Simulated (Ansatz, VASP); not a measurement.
**NiO: VASP beside Ansatz**

INCAR

```
PREC = Accurate
ENCUT = 600
EDIFF = 1E-6
ISMEAR = -1
SIGMA = 0.05
LREAL = False
LASPH = True
NELM = 150
ALGO = Normal
ISIF = 3
LWAVE = False
LCHARG = False
ISPIN = 2
MAGMOM = 1 0
LORBIT = 11
LMAXMIX = 4
GGA = RE
IBRION = 2
NSW = 60
EDIFFG = -0.01
```

The input KPOINTS:

```
Automatic mesh
0
Gamma
  11 11 11
```

File POSCAR:

```
NiO
1.0
    0.0000000000      2.0859016414      2.0859016414
    2.0859016414      0.0000000000      2.0859016414
    2.0859016414      2.0859016414      0.0000000000
Ni O
1 1
Direct
    0.0000000000      0.0000000000      0.0000000000
    0.5000000000      0.5000000000      0.5000000000
```

File input.yaml:

```yaml
crystal:
  lattice:
    - [0.0, 2.0859016414, 2.0859016414]
    - [2.0859016414, 0.0, 2.0859016414]
    - [2.0859016414, 2.0859016414, 0.0]
  atoms:
    - { symbol: Ni, position: [0.0, 0.0, 0.0], spin: 1.0 }
    - { symbol: O, position: [0.5, 0.5, 0.5] }
hamiltonian:
  xc: revpbe
  pseudopotentials: { kind: paw }
magnetization:
  spin_polarized: true
kpoints:
  mp_grid: { grid: [11, 11, 11] }
scf:
  occupations: { method: fermi_dirac, width: 0.05 }
output:
  forces: true
  stress: true
relax:
  f_tol: 0.01
  max_steps: 40
  cell: { stress_tol: 0.05 }
```

Alike in both runs: task relaxation of cell and atoms; functional revPBE; k mesh 11 × 11 × 11; occupations fermi-dirac, width 0.05 eV; collinear spin.

```csv
,VASP,Ansatz
version,VASP 6.6.1,Ansatz 0.2.0
potentials or method,"VASP PAW PBE potentials, release 64 (Ni, O)",Ansatz PAW
plane-wave cutoff (eV),600,420
valence electrons in the cell,16,24
```

|  | VASP | Ansatz | Ansatz less VASP |
| --- | --- | --- | --- |
| net moment per atom (μB) | 0.94 | 0.95 | +0.012 |
| size of the moment on the site where the two differ most (μB) | 0.30 | 0.32 | +0.022 |
| relaxed volume (Å³/atom) | 9.63 | 9.66 | +0.024 |
| relaxed cell length with the largest relative difference (Å) | 3.009 | 3.011 | +0.0025 |

VASP's potentials were made for PBE, not for revPBE. Site moments also hang on the region over which each program counts them. VASP's potentials hold 16 valence electrons a cell and Ansatz's 24, so a difference there can come from the potentials and not from the codes.

Noted on Ansatz's run: the plane-wave basis is chosen anew once the cell has moved, so the energies of steps on either side of that aren't comparable.
